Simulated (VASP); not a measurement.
Input of a VASP 6.6.1 run:

The input INCAR:

```
  PREC = Accurate
  ENCUT = 600
  EDIFF = 1E-6
  ISMEAR = 0
  SIGMA = 0.05
  LREAL = False
  LASPH = True
  NELM = 100
  ALGO = Normal
  ISIF = 4
  LWAVE = False
  LCHARG = False
  GGA = PE
  IBRION = 2
  NSW = 60
  EDIFFG = -0.02
```

The input KPOINTS:

```
Automatic mesh
0
Gamma
  10 10 10
```

Contents of POSCAR:

```
InSe
1.0
    1.9999995368      1.1547002710      8.3166695281
   -1.9999995368      1.1547002710      8.3166695281
    0.0000000000     -2.3094005419      8.3166695281
In Se
2 2
Direct
    0.0000000000      0.0000000000      0.0000000000
    0.1122000000      0.1122000000      0.1122000000
    0.6155000000      0.6155000000      0.6155000000
    0.8300000000      0.8300000000      0.8300000000
```

Potentials or basis: VASP PAW PBE potentials, release 64 (In_d, Se).

Command:

```sh
$ cat potpaw_PBE.64/In_d/POTCAR potpaw_PBE.64/Se/POTCAR > POTCAR
$ mpirun -np 1 vasp_std > vasp.out
```

(1) Predict the band gap on the k mesh.

Results:

(1) 0.38 eV.

Caveat: semilocal functionals underestimate gaps, and a narrow one can read as zero; spin-orbit coupling is left out, which moves the levels of the heavy elements.
